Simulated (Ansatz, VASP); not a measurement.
TiO2 in VASP and in Ansatz

INCAR

```
PREC = Accurate ; ENCUT = 520
EDIFF = 1E-6 ; ISMEAR = 0
SIGMA = 0.05 ; LREAL = False
LASPH = True ; NELM = 60
ALGO = Normal ; ISIF = 2
LWAVE = False ; LCHARG = False
GGA = PS ; NBANDS = 33
```

File KPOINTS:

```
Automatic mesh
0
Gamma
  6 6 10
```

File POSCAR:

```
TiO2
1.0
    4.5912476203      0.0000000000      0.0000000000
    0.0000000000      4.5912476203      0.0000000000
    0.0000000000      0.0000000000      2.9389940195
Ti O
2 4
Direct
    0.0000000000      0.0000000000      0.1275946795
    0.5000000000      0.5000000000      0.6275946795
    0.3044387440      0.3044387440      0.0000000000
    0.1955612560      0.8044387440      0.5000000000
    0.6955612560      0.6955612560      0.0000000000
    0.8044387440      0.1955612560      0.5000000000
```

Input for Ansatz:

```yaml
crystal:
  lattice:
    - [4.5912476203, 0.0, 0.0]
    - [0.0, 4.5912476203, 0.0]
    - [0.0, 0.0, 2.9389940195]
  atoms:
    - { symbol: Ti, position: [0.0, 0.0, 0.1275946795] }
    - { symbol: Ti, position: [0.5, 0.5, 0.6275946795] }
    - { symbol: O, position: [0.304438744, 0.304438744, 0.0] }
    - { symbol: O, position: [0.195561256, 0.804438744, 0.5] }
    - { symbol: O, position: [0.695561256, 0.695561256, 0.0] }
    - { symbol: O, position: [0.804438744, 0.195561256, 0.5] }
basis:
  ecutwfc: 420
kpoints:
  mp_grid: { grid: [6, 6, 10] }
hamiltonian:
  xc: pbesol
scf:
  occupations: { method: gaussian, width: 0.05 }
output:
  forces: true
  stress: true
  eigenvalues: true
  write_density: true
  write_potential: true
  elf: true
  volumetric_format: npy
```

Change from the starting cell: all Ti atoms moved +0.375 Å, as atom 1 along Cartesian [0 0 1].

Alike in both runs: task single point; functional PBEsol; k mesh 6 × 6 × 10; occupations gaussian, width 0.05 eV; no spin polarisation.

```csv
,VASP,Ansatz
version,VASP 6.6.1,Ansatz 0.2.0
potentials or method,"VASP PAW PBE potentials, release 64 (Ti_sv, O), cutoff 520 eV","scalar-relativistic, plane waves, PAW"
valence electrons in the cell,48,48
```

```csv
,VASP,Ansatz,Ansatz less VASP
gap on the k mesh at the Fermi level (eV),3.18,3.20,+0.023
least direct gap on the mesh (eV),3.31,3.33,+0.024
pressure (GPa),22.7,21.7,-0.99
"traceless stress, the component that is largest in VASP (GPa)",6.52,6.22,-0.306
rms of the force components (eV/Å),2.271,2.164,-0.1074
```

VASP's potentials were made for PBE, not for PBEsol. Atom by atom the forces differ by 0.107 eV/Å (rms over components).
